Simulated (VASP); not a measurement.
A run of VASP 6.6.1 is set up as follows.

INCAR

```
SYSTEM = Al
AGGAC = 1.0
AGGAX = 1.0
ALDAC = 0.0
ALDAX = 1.0
ALGO = Normal
EDIFF = 1E-7
ENCUT = 520
GGA = B5
ISIF = 2
ISMEAR = -1
LASPH = .TRUE.
LCHARG = .FALSE.
LREAL = .FALSE.
LWAVE = .FALSE.
NBANDS = 8
NELM = 100
PREC = Accurate
SIGMA = 0.05
```

The input KPOINTS:

```
k-points
0
G
  11 11 11
  0 0 0
```

File POSCAR:

```
Al
1.0
    0.0000000000      2.0248050000      2.0248050000
    2.0248050000      0.0000000000      2.0248050000
    2.0248050000      2.0248050000      0.0000000000
Al
1
Direct
    0.0000000000      0.0000000000      0.0000000000
```

Potentials or basis: VASP PAW PBE potentials, release 64 (Al).

Run with:

```sh
$ cat potpaw_PBE.64/Al/POTCAR > POTCAR
$ mpirun -np 1 vasp_std > vasp.out
```

Task: What does it give for the pressure?

Result: 3.1 GPa.

Caveat: the PAW data sets were made with another functional, which shifts forces and pressure a little.
